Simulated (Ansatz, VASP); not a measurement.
**Sr in VASP and in Ansatz**

```
Sr
1.0
     6.56914    0.00000    0.00000
    -3.28457    5.68904    0.00000
     0.00000    0.00000    4.05587
Sr
3
Direct
  0.33337 0.00000 0.33333
  0.00000 0.33337 0.66667
  0.66663 0.66663 0.00000
```

Alike in both runs: functional PBEsol; k mesh 6 × 6 × 4; occupations gaussian, width 0.1 eV; no spin polarisation.

Ansatz relaxed the structure, and its values are those at the end. VASP's run is a single point on that final structure, the one shown.

|  | VASP | Ansatz |
| --- | --- | --- |
| version | VASP 6.6.1 | Ansatz 0.2.0 |
| potentials or method | VASP PAW PBE potentials, release 64 (Sr_sv), cutoff 520 eV | scalar-relativistic, plane waves, PAW |
| valence electrons in the cell | 30 | 30 |

```csv
,VASP,Ansatz,Ansatz less VASP
gap on the k mesh at the Fermi level (eV),none,none,-
pressure (GPa),0.1,0.1,-0.01
```

VASP's potentials were made for PBE, not for PBEsol. A gap of «none» marks a metal or a gap that the smearing closes. With one functional, cell and mesh, what is left measures potentials, basis and numerics.

The k mesh is coarse, so the values compare programs but aren't converged.
